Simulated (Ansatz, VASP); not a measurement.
**Two plane-wave programs on Zr3S2**

File INCAR:

```
PREC     = Accurate       # precision mode
ENCUT    = 600            # plane-wave cutoff, eV
EDIFF    = 1E-6           # SCF threshold, eV
ISMEAR   = -1             # smearing method
SIGMA    = 0.05           # smearing width, eV
LREAL    = F              # projectors in reciprocal space
LASPH    = T              # aspherical terms in the spheres
NELM     = 60             # most SCF steps
ALGO     = Normal         # electronic algorithm
ISIF     = 3              # what is computed and relaxed
LWAVE    = F              # write WAVECAR
LCHARG   = F              # write CHGCAR
GGA      = PS             # functional
IBRION   = 2              # ionic algorithm
NSW      = 60             # ionic steps
EDIFFG   = -0.01          # ionic threshold
```

File KPOINTS:

```
regular mesh
0
Gamma
  6 6 6
```

File POSCAR:

```
Zr3S2
1.0
    2.9025379727      1.6757810799      3.4877732718
   -2.9025379727      1.6757810799      3.4877732718
    0.0000000000     -3.3515621597      3.4877732718
Zr S
3 2
Direct
    0.8387270000      0.5000000000      0.1612730000
    0.5000000000      0.1612730000      0.8387270000
    0.1612730000      0.8387270000      0.5000000000
    0.6650230000      0.6650230000      0.6650230000
    0.3349770000      0.3349770000      0.3349770000
```

File input.yaml:

```yaml
crystal:
  lattice:
    - [2.9025379727, 1.6757810799, 3.4877732718]
    - [-2.9025379727, 1.6757810799, 3.4877732718]
    - [0.0, -3.3515621597, 3.4877732718]
  atoms:
    - { symbol: Zr, position: [0.838727, 0.5, 0.161273] }
    - { symbol: Zr, position: [0.5, 0.161273, 0.838727] }
    - { symbol: Zr, position: [0.161273, 0.838727, 0.5] }
    - { symbol: S, position: [0.665023, 0.665023, 0.665023] }
    - { symbol: S, position: [0.334977, 0.334977, 0.334977] }
hamiltonian:
  xc: pbesol
  pseudopotentials: { kind: paw }
kpoints:
  mp_grid: { grid: [6, 6, 6] }
scf:
  occupations: { method: fermi_dirac, width: 0.05 }
output:
  forces: true
  stress: true
  eigenvalues: true
relax:
  f_tol: 0.01
  max_steps: 40
  cell: { stress_tol: 0.05 }
```

Alike in both runs: task relaxation of cell and atoms; functional PBEsol; k mesh 6 × 6 × 6; occupations fermi-dirac, width 0.05 eV; no spin polarisation.

```csv
,VASP,Ansatz
version,VASP 6.6.1,Ansatz 0.2.0
potentials or method,"VASP PAW PBE potentials, release 64 (Zr_sv, S)",Ansatz PAW
plane-wave cutoff (eV),600,420
valence electrons in the cell,48,48
```

```csv
,VASP,Ansatz,Ansatz less VASP
"gap on the k mesh at the Fermi level, each at its own relaxed structure (eV)",none,none,-
relaxed volume (Å³/atom),19.55,19.52,-0.031
relaxed length of the cell vector where the two differ most in proportion (Å),4.773,4.769,-0.0039
```

VASP's potentials were made for PBE, not for PBEsol. A gap of «none» marks a metal or a gap that the smearing closes.

Noted on Ansatz's run: the plane-wave basis is chosen anew once the cell has moved, so the energies of steps on either side of that aren't comparable.
